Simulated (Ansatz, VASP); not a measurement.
# Two plane-wave programs on Sn2Se

INCAR

```
SYSTEM = Sn2Se
ALGO     = Normal         ! electronic algorithm
EDIFF    = 1E-6           ! SCF threshold, eV
EDIFFG   = -0.01          ! ionic threshold
ENCUT    = 600            ! plane-wave cutoff, eV
GGA      = PE             ! functional
IBRION   = 2              ! ionic algorithm
ISIF     = 3              ! what is computed and relaxed
ISMEAR   = 0              ! smearing method
LASPH    = .True.         ! aspherical terms in the spheres
LCHARG   = .False.        ! write CHGCAR
LREAL    = .False.        ! projectors in reciprocal space
LWAVE    = .False.        ! write WAVECAR
NELM     = 80             ! most SCF steps
NSW      = 100            ! ionic steps
PREC     = Accurate       ! precision mode
SIGMA    = 0.1            ! smearing width, eV
```

Contents of KPOINTS:

```
k-points
0
Gamma
  12 12 12
  0 0 0
```

Contents of POSCAR:

```
Sn2Se
1.0
    4.9722042161      0.0000000000      0.0000000000
   -2.4861021080      4.3060551639      0.0000000000
    0.0000000000      0.0000000000      3.8934368419
Sn Se
2 1
Direct
    0.3333333333      0.6666666667      0.5000000000
    0.6666666667      0.3333333333      0.5000000000
    0.0000000000      0.0000000000      0.0000000000
```

Input for Ansatz:

```yaml
crystal:
  lattice:
    - [4.9722042161, 0.0, 0.0]
    - [-2.486102108, 4.3060551639, 0.0]
    - [0.0, 0.0, 3.8934368419]
  atoms:
    - { symbol: Sn, position: [0.3333333333, 0.6666666667, 0.5] }
    - { symbol: Sn, position: [0.6666666667, 0.3333333333, 0.5] }
    - { symbol: Se, position: [0.0, 0.0, 0.0] }
basis:
  ecutwfc: 420
kpoints:
  mp_grid: { grid: [12, 12, 12] }
hamiltonian:
  xc: pbe
scf:
  occupations: { method: gaussian, width: 0.1 }
output:
  forces: true
  stress: true
  eigenvalues: true
relax:
  adjacent_minimum: "off"
  f_tol: 0.01
  max_steps: 80
  cell: { stress_tol: 0.05 }
```

Change from the starting cell: species swapped into the YSi2 type (P6/mmm, No. 191).

Alike in both runs: task relaxation of cell and atoms; functional PBE; k mesh 12 × 12 × 12; occupations gaussian, width 0.1 eV; no spin polarisation.

|  | VASP | Ansatz |
| --- | --- | --- |
| version | VASP 6.6.1 | Ansatz 0.2.0 |
| potentials or method | VASP PAW PBE potentials, release 64 (Sn_d, Se), cutoff 600 eV | scalar-relativistic, plane waves, PAW |
| valence electrons in the cell | 34 | 44 |

|  | VASP | Ansatz | Ansatz less VASP |
| --- | --- | --- | --- |
| gap on the k mesh at the Fermi level, each at its own relaxed structure (eV) | none | none | - |
| relaxed volume (Å³/atom) | 27.32 | 27.29 | -0.023 |
| relaxed length of the cell vector where the two differ most in proportion (Å) | 5.007 | 5.005 | -0.0022 |

A gap of «none» marks a metal or a gap that the smearing closes. VASP's potentials hold 34 valence electrons a cell and Ansatz's 44, so a difference there can come from the potentials and not from the codes.
